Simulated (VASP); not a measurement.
Runs of VASP 6.6.1 on BN. The structure is that of space group P6_3/mmc (No. 194), or close to it. The cells are those of the table. 

```csv
task,cell,gap on the mesh (eV),pressure (GPa)
single point,"a = 2.504, b = 2.504, c = 6.661 Å, angles 90.0, 90.0, 120.0°, 4 atoms",4.33,3.4
electric field gradients,"a = 2.479, b = 2.479, c = 6.661 Å, angles 90.0, 90.0, 120.0°, 4 atoms",4.39,11.0
single point,"a = 2.504, b = 2.482, c = 6.662 Å, angles 89.6, 88.8, 119.1°, 4 atoms",4.25,3.5
electric field gradients,"a = 2.453, b = 2.453, c = 6.525 Å, angles 90.0, 90.0, 120.0°, 4 atoms",(b),(c)
single point,"a = 2.454, b = 2.454, c = 6.661 Å, angles 90.0, 90.0, 120.0°, 4 atoms",4.44,19.5
electric field gradients,"a = 2.487, b = 2.487, c = 6.616 Å, angles 90.0, 90.0, 120.0°, 4 atoms",4.36,8.6
electric field gradients,"a = 2.529, b = 2.529, c = 6.661 Å, angles 90.0, 90.0, 120.0°, 4 atoms",(a),-3.6
```

Alike in all rows: level PBE; potentials or basis VASP PAW PBE potentials, release 64 (B, N); no spin polarisation; k mesh 11 × 11 × 4; cutoff (eV) 520; smearing fermi-dirac 0.02 eV.

Q: Estimate the missing entries.

A: (a) 4.28; (b) 4.41; (c) 20.5.

Caveats: this functional lacks dispersion, which binds the layers, so the pressure and a relaxed spacing across them are unreliable (some runs).

A k mesh can miss the band edges.
